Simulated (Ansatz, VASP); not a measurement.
# LaYN2 in VASP and in Ansatz

```
La Y N
1.0
     3.70259    0.00000    0.00000
    -1.85130    3.20654    0.00000
     0.00000    0.00000    6.60668
La Y N
1 1 2
Direct
  0.00000 0.00000 0.71116
  0.00000 0.00000 0.15810
  0.33333 0.66667 0.94518
  0.66667 0.33333 0.94518
```

Alike in both runs: functional PBE; k mesh 6 × 6 × 4; occupations gaussian, width 0.1 eV; no spin polarisation.

Ansatz relaxed the structure, and its values are those at the end. VASP's run is a single point on that final structure, the one shown.

|  | VASP | Ansatz |
| --- | --- | --- |
| version | VASP 6.6.1 | Ansatz 0.2.0 |
| potentials or method | VASP PAW PBE potentials, release 64 (La, Y_sv, N), cutoff 520 eV | scalar-relativistic, plane waves, PAW |
| valence electrons in the cell | 32 | 32 |

```csv
,VASP,Ansatz,Ansatz less VASP
gap on the k mesh at the Fermi level (eV),none,none,-
pressure (GPa),0.0,0.0,+0.09
rms of the force components (eV/Å),0.015,0.018,+0.0029
```

A gap of «none» marks a metal or a gap that the smearing closes. With one functional, cell and mesh, what is left measures potentials, basis and numerics.

Neither program's run includes spin-orbit coupling.
